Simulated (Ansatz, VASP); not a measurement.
TaN in VASP and in Ansatz

```
CELL_PARAMETERS angstrom
0.00000 2.17900 2.17900
2.17900 0.00000 2.17900
2.17900 2.17900 0.00000
ATOMIC_POSITIONS crystal
Ta 0.50000 0.50000 0.50000
N 0.00000 0.00000 0.00000
```

Alike in both runs: task single point; functional r2SCAN; k mesh 16 × 16 × 16; occupations gaussian, width 0.1 eV; no spin polarisation.

|  | VASP | Ansatz |
| --- | --- | --- |
| version | VASP 6.6.1 | Ansatz 0.2.0 |
| potentials or method | VASP PAW PBE potentials, release 64 (Ta_sv_GW, N), cutoff 770 eV | scalar-relativistic, plane waves, PAW |
| valence electrons in the cell | 18 | 18 |

VASP gave:

- gap on the k mesh at the Fermi level (eV): none
- pressure (GPa): 9.9

Task: Estimate Ansatz's values.

Result: gap on the k mesh at the Fermi level (eV): none; pressure (GPa): 9.8.

VASP's potentials were made for PBE, not for r2SCAN. A gap of «none» marks a metal or a gap that the smearing closes.

Spin-orbit coupling is off throughout.
